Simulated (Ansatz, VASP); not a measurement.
## One calculation of LiCl, two programs

The input POSCAR:

```
LiCl
1.0
    0.0000000000      2.6929980000      2.5006410000
    2.6929980000      0.0000000000      2.5006410000
    2.6929980000      2.6929980000      0.0000000000
Li Cl
1 1
Direct
    0.0000000000      0.0000000000      0.0000000000
    0.5000000000      0.5000000000      0.5000000000
```

INCAR.step1

```
PREC = Accurate
ENCUT = 520
ISMEAR = 0
SIGMA = 0.05
LREAL = False
LASPH = True
NELM = 100
NBANDS = 12
GGA = PE
ALGO = Normal
EDIFF = 1E-4
LWAVE = True
LCHARG = False
```

File INCAR.step2:

```
PREC = Accurate
ENCUT = 520
EDIFF = 1E-6
ISMEAR = 0
SIGMA = 0.05
LREAL = False
LASPH = True
NELM = 100
ALGO = Normal
ISIF = 2
LWAVE = False
LCHARG = True
METAGGA = R2SCAN
LMIXTAU = True
LELF = True
LVHAR = True
NBANDS = 12
ISTART = 1
```

Contents of KPOINTS:

```
Automatic mesh
0
Gamma
  8 8 8
```

Input for Ansatz:

```yaml
crystal:
  lattice:
    - [0.0, 2.692998, 2.500641]
    - [2.692998, 0.0, 2.500641]
    - [2.692998, 2.692998, 0.0]
  atoms:
    - { symbol: Li, position: [0.0, 0.0, 0.0] }
    - { symbol: Cl, position: [0.5, 0.5, 0.5] }
basis:
  ecutwfc: 500
kpoints:
  mp_grid: { grid: [8, 8, 8] }
hamiltonian:
  xc: r2scan
scf:
  occupations: { method: gaussian, width: 0.05 }
output:
  forces: true
  stress: true
  eigenvalues: true
  write_density: true
  write_potential: true
  elf: true
  volumetric_format: npy
```

Change from the starting cell: strain +0.050 along x and y, -0.025 along z, atoms carried along.

Alike in both runs: task single point; functional r2SCAN; k mesh 8 × 8 × 8; occupations gaussian, width 0.05 eV; no spin polarisation.

|  | VASP | Ansatz |
| --- | --- | --- |
| version | VASP 6.6.1 | Ansatz 0.2.0 |
| potentials or method | VASP PAW PBE potentials, release 64 (Li_sv, Cl), cutoff 520 eV | scalar-relativistic, plane waves, PAW |
| valence electrons in the cell | 10 | 10 |

```tsv
	VASP	Ansatz	Ansatz less VASP
gap on the k mesh at the Fermi level (eV)	6.81	6.74	-0.067
least direct gap on the mesh (eV)	6.81	6.74	-0.067
```

VASP's potentials were made for PBE, not for r2SCAN. With one functional, cell and mesh, what is left measures potentials, basis and numerics.

Noted on VASP's run: the cutoff is short for stress, so the pressure is rough.
